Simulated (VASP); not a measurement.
# GaN in VASP: single point with PBEsol+D3(BJ)

Aim: the single point of GaN with PBEsol+D3(BJ).

Program: VASP 6.6.1. These are calculated values, not measurements. Logs are shortened: lines on timing, memory, paths and dates and some standing lists are left out, and cuts for length are marked.

## 1. The cell of the first run

The cell holds a sheet with vacuum, 2 atoms: a = 3.179 Å, b = 3.179 Å, c = 23.800 Å, α = 90.00°, β = 90.00°, γ = 120.00°.

## 2. Single point, PBEsol+D3(BJ)

INCAR

```
SYSTEM = GaN
ALGO = Normal
DIPOL = 0.5 0.5 0.294
EDIFF = 1E-6
ENCUT = 520
GGA = PS
GGA_COMPAT = .FALSE.
IDIPOL = 3
ISIF = 2
ISMEAR = 0
IVDW = 12
LASPH = .TRUE.
LCHARG = .FALSE.
LDIPOL = .TRUE.
LREAL = .FALSE.
LWAVE = .FALSE.
NBANDS = 16
NELM = 120
NELMDL = -8
PREC = Accurate
SIGMA = 0.03
```

KPOINTS

```
k-points
0
G
  12 12 1
  0 0 0
```

POSCAR

```
GaN
1.0
    3.1786996380      0.0000000000      0.0000000000
   -1.5893498190      2.7528346375      0.0000000000
    0.0000000000      0.0000000000     23.8000000000
Ga N
1 1
Direct
    0.3333333333      0.6666666667      0.2941176471
    0.6666666667      0.3333333333      0.2941176471
```

Potentials or basis: VASP PAW PBE potentials, release 64 (Ga_d, N).

Run with:

```sh
> cat potpaw_PBE.64/Ga_d/POTCAR potpaw_PBE.64/N/POTCAR > POTCAR
> mpirun -np 1 vasp_std > vasp.out
```

OUTCAR:

```text
SYSTEM = GaN
   EDIFF = 1E-6
   ENCUT = 520
   GGA = PS
   ISIF = 2
   ISMEAR = 0
   IVDW = 12
   LASPH = .TRUE.
   LREAL = .FALSE.
   NELM = 120
   NELMDL = -8
   PREC = Accurate
 IVDW          = 12

 ion  position               nearest neighbor table
   1  0.333  0.667  0.294-   2 1.84   2 1.84   2 1.84
   2  0.667  0.333  0.294-   1 1.84   1 1.84   1 1.84

  LATTYP: Found a hexagonal cell.
 ALAT       =     3.1786996380
 C/A-ratio  =     7.4873384435

  Lattice vectors:

 A1 = (   3.1786996380,   0.0000000000,   0.0000000000)
 A2 = (  -1.5893498190,   2.7528346375,   0.0000000000)
 A3 = (   0.0000000000,   0.0000000000,  23.8000000000)

Analysis of symmetry for initial positions (statically):
=====================================================================
 Subroutine PRICEL returns:
 Original cell was already a primitive cell.

 Routine SETGRP: Setting up the symmetry group for a
 hexagonal supercell.

 Subroutine GETGRP returns: Found 12 space group operations
 (whereof  6 operations were pure point group operations)
 out of a pool of 24 trial point group operations.

The static configuration has the point symmetry C_3v.
 The point group associated with its full space group is D_3h.

Analysis of symmetry for dynamics (positions and initial velocities):
=====================================================================
 Subroutine PRICEL returns:
 Original cell was already a primitive cell.

 Routine SETGRP: Setting up the symmetry group for a
 hexagonal supercell.

 Subroutine GETGRP returns: Found 12 space group operations
 (whereof  6 operations were pure point group operations)
 out of a pool of 24 trial point group operations.

The dynamic configuration has the point symmetry C_3v.
 The point group associated with its full space group is D_3h.

 Subroutine INISYM returns: Found 12 space group operations
 (whereof  6 operations are pure point group operations),
 and found     1 'primitive' translations

----------------------------------------------------------------------------------------

                                     Primitive cell

  volume of cell :     208.2603

  direct lattice vectors                    reciprocal lattice vectors
     3.178699638  0.000000000  0.000000000     0.314594052  0.181630961  0.000000000
    -1.589349819  2.752834637  0.000000000     0.000000000  0.363261922  0.000000000
     0.000000000  0.000000000 23.800000000     0.000000000  0.000000000  0.042016807

  length of vectors
     3.178699638  3.178699638 23.800000000     0.363261922  0.363261922  0.042016807

  position of ions in fractional coordinates (direct lattice)
     0.333333333  0.666666667  0.294117647
     0.666666667  0.333333333  0.294117647

  ion indices of the primitive-cell ions
   primitive index   ion index
                 1           1
                 2           2

----------------------------------------------------------------------------------------

 KPOINTS: k-points

Automatic generation of k-mesh.
 Grid dimensions read from file:
 generate k-points for:   12   12    1

 Generating k-lattice:

  Cartesian coordinates                     Fractional coordinates (reciprocal lattice)
     0.026216171  0.015135913  0.000000000     0.083333333  0.000000000  0.000000000
     0.000000000  0.030271827  0.000000000     0.000000000  0.083333333  0.000000000
     0.000000000  0.000000000  0.042016807     0.000000000  0.000000000  1.000000000

  Length of vectors
     0.030271827  0.030271827  0.042016807

  Shift w.r.t. Gamma in fractional coordinates (k-lattice)
     0.000000000  0.000000000  0.000000000

 Subroutine IBZKPT returns following result:
 ===========================================

 Found     19 irreducible k-points:

 Following reciprocal coordinates:
            Coordinates               Weight
  0.000000  0.000000  0.000000      1.000000
  0.083333  0.000000  0.000000      6.000000
  0.166667  0.000000  0.000000      6.000000
  0.250000  0.000000  0.000000      6.000000
  0.333333  0.000000  0.000000      6.000000
  0.416667  0.000000  0.000000      6.000000
[... 11 lines left out ...]
  0.333333  0.250000  0.000000     12.000000
  0.333333  0.333333  0.000000      2.000000
   k-points           NKPTS =     19   k-points in BZ     NKDIM =     19   number of bands    NBANDS=     16
   number of dos      NEDOS =    301   number of ions     NIONS =      2
   total plane-waves  NPLWV = 103680
   dimension x,y,z NGX =    24 NGY =   24 NGZ =  180
   dimension x,y,z NGXF=    48 NGYF=   48 NGZF=  360
   ions per type =               1   1
   NGX,Y,Z   is equivalent  to a cutoff of  12.55, 12.55, 12.57 a.u.
   NGXF,Y,Z  is equivalent  to a cutoff of  25.10, 25.10, 25.15 a.u.
 SYSTEM =  GaN
   PREC   = accura    normal or accurate (medium, high low for compatibility)
   ISTART =      0    job   : 0-new  1-cont  2-samecut
   ICHARG =      2    charge: 1-file 2-atom 10-const
   ISPIN  =      1    spin polarized calculation?
   LNONCOLLINEAR =      F non collinear calculations
   LSORBIT =      F    spin-orbit coupling
   LASPH  =      T    aspherical Exc in radial PAW
   ENCUT  =  520.0 eV  38.22 Ry    6.18 a.u.   5.91  5.91 44.25*2*pi/ulx,y,z
   NELM   =    120;   NELMIN=  2; NELMDL= -8     # of ELM steps
   EDIFF  = 0.1E-05   stopping-criterion for ELM
   LREAL  =      F    real-space projection
   EDIFFG = 0.1E-04   stopping-criterion for IOM
   NSW    =      0    number of steps for IOM
   IBRION =     -1    ionic relax: 0-MD 1-quasi-New 2-CG
   NFREE  =      0    steps in history (QN), initial steepest desc. (CG)
   ISIF   =      2    stress and relaxation
   ISYM   =      2    0-nonsym 1-usesym 2-fastsym
   POTIM  = 0.5000    time-step for ionic-motion
   TEBEG  =    0.0;   TEEND  =   0.0 temperature during run
   PSTRESS=    0.0 pullay stress
   NELECT =      18.0000    total number of electrons
   NUPDOWN=      -1.0000    fix difference up-down
   EMIN   =  10.00;   EMAX   =-10.00  energy-range for DOS
   EFERMI =   0.00;   METHOD = LEGACY
   ISMEAR =     0;   SIGMA  =   0.03  broadening in eV -4-tet -1-fermi 0-gaus
   EFERMI_NEDOS =   21; number of points for ismear=-14 and -15
   IALGO  =     38    algorithm
   IMIX   =      4    mixing-type and parameters
     AMIX     =   0.40;   BMIX     =  1.00
     AMIX_MAG =   1.60;   BMIX_MAG =  1.00
  volume/ion in A,a.u.               =     104.13       702.71
  Fermi-wavevector in a.u.,A,eV,Ry     =   0.723819  1.367820  7.128287  0.523914
  Thomas-Fermi vector in A             =   1.814132
   LORBIT       =      0    0 simple, 1 ext, 2 COOP (PROOUT), +10 PAW based schemes
   GGA     = PS    functional components
   LHFCALC =     F    Hartree Fock is set to
   AEXX    =    0.0000 exact exchange contribution
   IVDW    =    12    specifies the selected vdW correction
   LEPSILON=     F    determine dielectric tensor
   LRPA    =     F    only Hartree local field effects (RPA)
 non-spin polarized calculation
 Gauss-broadening in eV      SIGMA  =   0.03
  energy-cutoff  :      520.00
  volume of cell :      208.26
 maximum number of plane-waves:      5641
 NGX is ok and might be reduce to    24
   NGX = 11   NGY = 11   NGZ = 89

 dipolmoment           0.000000      0.000000     -0.000008 electrons x Angstroem

 number of electron      17.9999993 magnetization

 dipolmoment           0.000000      0.000000      0.000004 electrons x Angstroem

 Free energy of the ion-electron system (eV)
  ---------------------------------------------------
  ext. energy  EPLUGINS =         0.00000000
  ---------------------------------------------------
  free energy    TOTEN  =       -12.25526341 eV

  energy without entropy =      -12.25526341  energy(sigma->0) =      -12.25526341

 E-fermi :  -4.1428     XC(G=0):  -1.8659

 val. band max:       -4.2686840112   @ k =   0.3333   0.3333   0.0000
 cond. band min:      -1.9101649835   @ k =   0.0000   0.0000   0.0000
 fundamental gap:      2.3585190278
 Fermi energy:        -4.1428006386

 k-point     1 :       0.0000    0.0000    0.0000
  band No.  band energies     occupation
      1     -19.6432      2.00000
      2     -17.5815      2.00000
      3     -17.5815      2.00000
      4     -17.2856      2.00000
      5     -17.2856      2.00000
      6     -16.6264      2.00000
[... 8 lines left out ...]
     15       2.5074      0.00000
     16       2.8166      0.00000

 k-point     2 :       0.0833    0.0000    0.0000
  band No.  band energies     occupation
      1     -19.5857      2.00000
      2     -17.5841      2.00000
      3     -17.5600      2.00000
      4     -17.2952      2.00000
      5     -17.2870      2.00000
      6     -16.5912      2.00000
[... 8 lines left out ...]
     15       2.6640      0.00000
     16       2.8991      0.00000

 k-point     3 :       0.1667    0.0000    0.0000
  band No.  band energies     occupation
      1     -19.4321      2.00000
      2     -17.5836      2.00000
      3     -17.5003      2.00000
      4     -17.3211      2.00000
      5     -17.2908      2.00000
      6     -16.4794      2.00000
[... 8 lines left out ...]
     15       3.1076      0.00000
     16       3.1320      0.00000

 k-point     4 :       0.2500    0.0000    0.0000
  band No.  band energies     occupation
      1     -19.2370      2.00000
      2     -17.5643      2.00000
      3     -17.4163      2.00000
      4     -17.3556      2.00000
      5     -17.2959      2.00000
      6     -16.2728      2.00000
[... 8 lines left out ...]
     15       3.5339      0.00000
     16       3.7016      0.00000
[... 229 lines left out ...]
 k-point    17 :       0.2500    0.2500    0.0000
  band No.  band energies     occupation
      1     -18.9097      2.00000
      2     -17.5346      2.00000
      3     -17.4007      2.00000
      4     -17.3270      2.00000
      5     -17.2594      2.00000
      6     -15.4232      2.00000
[... 8 lines left out ...]
     15       5.3615      0.00000
     16       5.4067      0.00000

 k-point    18 :       0.3333    0.2500    0.0000
  band No.  band energies     occupation
      1     -18.8600      2.00000
      2     -17.5212      2.00000
      3     -17.4049      2.00000
      4     -17.3365      2.00000
      5     -17.2469      2.00000
      6     -15.1530      2.00000
[... 8 lines left out ...]
     15       6.2980      0.00000
     16       6.4142      0.00000

 k-point    19 :       0.3333    0.3333    0.0000
  band No.  band energies     occupation
      1     -18.8389      2.00000
      2     -17.5229      2.00000
      3     -17.4021      2.00000
      4     -17.3442      2.00000
      5     -17.2467      2.00000
      6     -15.0406      2.00000
[... 8 lines left out ...]
     15       7.1418      0.00000
     16       7.5227      0.00000

------------------------ aborting loop because EDIFF is reached ----------------------------------------

 vacuum level on the upper side and lower side of the slab       (xc-potential included)        -0.010        -0.010

 Edisp (eV)   -0.13108

 E8    (eV) :    -0.0856

  FORCE on cell =-STRESS in cart. coord.  units (eV):
  Direction    XX          YY          ZZ          XY          YZ          ZX
  --------------------------------------------------------------------------------------
  -------------------------------------------------------------------------------------
  Total      -0.11411    -0.11411    -0.01189     0.00000     0.00000     0.00000
  in kB      -0.87787    -0.87787    -0.09145     0.00000     0.00000     0.00000
  external pressure =       -0.62 kB  Pullay stress =        0.00 kB

 VOLUME and BASIS-vectors are now :
 -----------------------------------------------------------------------------
  energy-cutoff  :      520.00
  volume of cell :      208.26
      direct lattice vectors                 reciprocal lattice vectors
     3.178699638  0.000000000  0.000000000     0.314594052  0.181630961  0.000000000
    -1.589349819  2.752834637  0.000000000     0.000000000  0.363261922  0.000000000
     0.000000000  0.000000000 23.800000000     0.000000000  0.000000000  0.042016807

 POSITION                                       TOTAL-FORCE (eV/Angst)
 -----------------------------------------------------------------------------------
     -0.00000      1.83522      7.00000        -0.000000     -0.000000      0.000000
      1.58935      0.91761      7.00000         0.000000      0.000000     -0.000000
 -----------------------------------------------------------------------------------
    total drift:                                0.000006     -0.000003      0.000182

  FREE ENERGIE OF THE ION-ELECTRON SYSTEM (eV)
  ---------------------------------------------------
  free  energy   TOTEN  =       -12.3863397499 eV

  energy  without entropy=      -12.3863397499  energy(sigma->0) =      -12.38633975

 vacuum level on the upper side and lower side of the slab         1.108         1.108
```

Run time: 3 min. Hardware: 1 thread of Intel Xeon 8259CL, shared host; peak memory 0.33 GiB.

What came out:

- Free energy: -12.3863 eV
- Band gap on the k mesh: 2.36 eV (least direct gap 2.60 eV)
- Dispersion energy per atom: -0.066 eV

Caveat: the PAW data sets were made with another functional, which shifts forces and pressure a little.
